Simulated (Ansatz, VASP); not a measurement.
**MgO: VASP beside Ansatz**

File INCAR:

```
ALGO = Normal
EDIFF = 1E-7
ENCUT = 520
GGA = PE
ISIF = 2
ISMEAR = 0
LASPH = T
LCHARG = F
LREAL = F
LWAVE = F
NBANDS = 16
NELM = 100
PREC = Accurate
SIGMA = 0.05
```

File KPOINTS:

```
k-points
0
Gamma
  9 9 6
```

The input POSCAR:

```
MgO
1.0
    3.5782110895      0.0000000000      0.0000000000
   -1.7891055448      3.0988217036      0.0000000000
    0.0000000000      0.0000000000      4.1056394041
Mg O
2 2
Direct
    0.6666666667      0.3333333333      0.7500000000
    0.3333333333      0.6666666667      0.2500000000
    0.6666666667      0.3333333333      0.2500000000
    0.3333333333      0.6666666667      0.7500000000
```

Input for Ansatz:

```yaml
crystal:
  lattice:
    - [3.5782110895, 0.0, 0.0]
    - [-1.7891055448, 3.0988217036, 0.0]
    - [0.0, 0.0, 4.1056394041]
  atoms:
    - { symbol: Mg, position: [0.6666666667, 0.3333333333, 0.75] }
    - { symbol: Mg, position: [0.3333333333, 0.6666666667, 0.25] }
    - { symbol: O, position: [0.6666666667, 0.3333333333, 0.25] }
    - { symbol: O, position: [0.3333333333, 0.6666666667, 0.75] }
basis:
  ecutwfc: 520.0
kpoints:
  mp_grid: { grid: [9, 9, 6] }
hamiltonian:
  xc: pbe
  pseudopotentials: { kind: paw, azcp: { folder: soft_1 } }
scf:
  occupations: { method: gaussian, width: 0.05 }
output:
  forces: true
  stress: true
  eigenvalues: true
```

Alike in both runs: task single point; functional PBE; k mesh 9 × 9 × 6; occupations gaussian, width 0.05 eV; no spin polarisation.

```csv
,VASP,Ansatz
version,VASP 6.6.1,Ansatz 0.2.0
potentials or method,"VASP PAW PBE potentials, release 64 (Mg, O), cutoff 520 eV","scalar-relativistic, plane waves, PAW"
valence electrons in the cell,16,32
```

```csv
,VASP,Ansatz,Ansatz less VASP
gap on the k mesh at the Fermi level (eV),3.33,3.35,+0.020
least direct gap on the mesh (eV),3.33,3.35,+0.020
pressure (GPa),0.2,0.8,+0.58
"traceless stress, the component that is largest in VASP (GPa)",5.34,5.41,+0.070
```

With one functional, cell and mesh, what is left measures potentials, basis and numerics. VASP's potentials hold 16 valence electrons a cell and Ansatz's 32, so a difference there can come from the potentials and not from the codes.
